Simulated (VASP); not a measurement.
A run of VASP 6.6.1:

Contents of INCAR:

```
SYSTEM = Zn3S5
  ALGO = Normal
  EDIFF = 1E-6
  ENCUT = 520
  GGA = PE
  ISIF = 2
  ISMEAR = 0
  LASPH = .TRUE.
  LCHARG = .FALSE.
  LREAL = .FALSE.
  LWAVE = .FALSE.
  NBANDS = 43
  NELM = 60
  PREC = Accurate
  SIGMA = 0.2
```

File KPOINTS:

```
k-points
0
G
  4 4 2
  0 0 0
```

The input POSCAR:

```
Zn3S5
1.0
    2.8301146899     -2.6607721901     -0.0807371294
    2.8301146899      2.6607721901     -0.0807371294
   -0.3319193099      0.0000000000     10.8852584361
Zn S
3 5
Direct
    0.4684064807      0.4595168883      0.7521266984
    0.5404831117      0.5315935193      0.2478733016
   -0.0061485647      0.0061485647      0.0000000000
    0.4553623026     -0.0472165354      0.6295739877
    0.8057593862      0.1942406138      0.5000000000
    0.0472165354      0.5446376974      0.3704260123
   -0.0186956477      0.4923836042      0.8763026698
    0.5076163958      0.0186956477      0.1236973302
```

Potentials or basis: VASP PAW PBE potentials, release 64 (Zn, S).

The run is started by

```console
$ cat potpaw_PBE.64/Zn/POTCAR potpaw_PBE.64/S/POTCAR > POTCAR
$ mpirun -np 1 vasp_std > vasp.out
```

Hardware: 1 thread of Intel(R) Xeon(R) Platinum 8488C (Sapphire Rapids), on a shared host.

Task: How long does it take, and how much memory?

Result: Wall time 110 s on 1 thread of Intel(R) Xeon(R) Platinum 8488C (Sapphire Rapids), on a shared host, peak memory 0.29 GiB. Counts: scf iterations 16, k points 14.
